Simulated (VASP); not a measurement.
Write the native input for VASP 6.6.1 that does the following.

```yaml
Task: relaxation of cell and atoms
Functional: RPBE
Potentials_or_basis: VASP PAW PBE potentials, release 64 (Si)
Cutoff: 600 eV
k_mesh: 8 × 8 × 8
Occupations: fermi-dirac, width 0.05 eV
Spin: no spin polarisation
Dipole_correction: no
Further_INCAR_settings: ALGO = Normal; EDIFF = 1e-07; IBRION = 2; EDIFFG = -0.02; NSW = 80; ISIF = 3
```

The structure of Si lies in POSCAR:

```
Si
1.0
    0.0000000000      2.7218511865      2.7218511865
    2.7218511865      0.0000000000      2.7218511865
    2.7218511865      2.7218511865      0.0000000000
Si
2
Direct
    0.5000000000      0.5000000000      0.5000000000
    0.7500000000      0.7500000000      0.7500000000
```

These files were run (other wordings do the same):

INCAR

```
SYSTEM = Si
PREC = Accurate
ENCUT = 600
EDIFF = 1E-7
ISMEAR = -1
SIGMA = 0.05
LREAL = .FALSE.
LASPH = .TRUE.
NELM = 60
ALGO = Normal
ISIF = 3
LWAVE = .FALSE.
LCHARG = .FALSE.
GGA = RP
IBRION = 2
NSW = 80
EDIFFG = -0.02
```

KPOINTS

```
regular mesh
0
G
  8 8 8
  0 0 0
```

Potentials or basis: VASP PAW PBE potentials, release 64 (Si).

The run is started by

```console
$ cat potpaw_PBE.64/Si/POTCAR > POTCAR
$ mpirun -np 1 vasp_std > vasp.out
```

Results of the run:

* Relaxed volume: 20.77 Å³/atom
* Relaxed cell: a = 3.887 Å, b = 3.887 Å, c = 3.887 Å, α = 60.00°, β = 60.00°, γ = 60.00°
* Space group after relaxing (to 0.05 Å): Fd-3m (No. 227)
* Energy gained by relaxing: 4.9 meV/atom
* Ionic steps: 3
* Pressure after relaxing: 0.0 GPa
* Band gap on the k mesh: 0.73 eV, indirect (least direct gap 2.55 eV)

Caveat: the PAW data sets were made with another functional, which shifts forces and pressure a little.

Wall time 10 s on 1 thread of Intel(R) Xeon(R) 6975P-C (Granite Rapids), with other jobs on the host, peak memory 0.17 GiB.
